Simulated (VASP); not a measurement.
Here is a VASP 6.6.1 calculation.

Contents of INCAR:

```
SYSTEM = SnO2
PREC = Accurate ; ENCUT = 520
EDIFF = 1E-7 ; ISMEAR = 0
SIGMA = 0.01 ; LREAL = .FALSE.
LASPH = .TRUE. ; NELM = 60
ALGO = Normal ; ISIF = 2
LWAVE = .FALSE. ; LCHARG = .TRUE.
GGA = PS ; IVDW = 13
LELF = .TRUE. ; LVHAR = .TRUE.
NBANDS = 35
```

The input KPOINTS:

```
regular mesh
0
G
  12 12 2
  0 0 0
```

POSCAR

```
SnO2
1.0
    3.2088976017      0.0000000000      0.0000000000
   -1.6044488009      2.7789825215      0.0000000000
    0.0000000000      0.0000000000     10.7181379521
Sn O
2 4
Direct
    0.0000000000      0.0000000000      0.5000000000
    0.0000000000      0.0000000000      0.0000000000
    0.6666666667      0.3333333333      0.4058600000
    0.6666666667      0.3333333333      0.0941400000
    0.3333333333      0.6666666667      0.5941400000
    0.3333333333      0.6666666667      0.9058600000
```

Potentials or basis: VASP PAW PBE potentials, release 64 (Sn_d, O).

Command:

```console
$ cat potpaw_PBE.64/Sn_d/POTCAR potpaw_PBE.64/O/POTCAR > POTCAR
$ mpirun -np 1 vasp_std > vasp.out
```

Task: Predict the pressure.

Result: -2.5 GPa.

Task: Estimate the largest force.

Result: 0.119 eV/Å.

Task: Predict the dispersion energy per atom.

Result: -0.113 eV.

Task: Estimate the band gap on the k mesh.

Result: 2.17 eV (least direct gap 2.60 eV).

Forces on the atoms (eV/Å):
```
Sn   0.000  0.000  0.000
Sn   0.000  0.000  0.000
O    0.000  0.000  0.119
O    0.000  0.000 -0.119
O    0.000  0.000 -0.119
O    0.000  0.000  0.119
```

Caveat: the PAW data sets were made with another functional, which shifts forces and pressure a little; spin-orbit coupling is left out, which moves the levels of the heavy elements. A k mesh can miss the band edges.
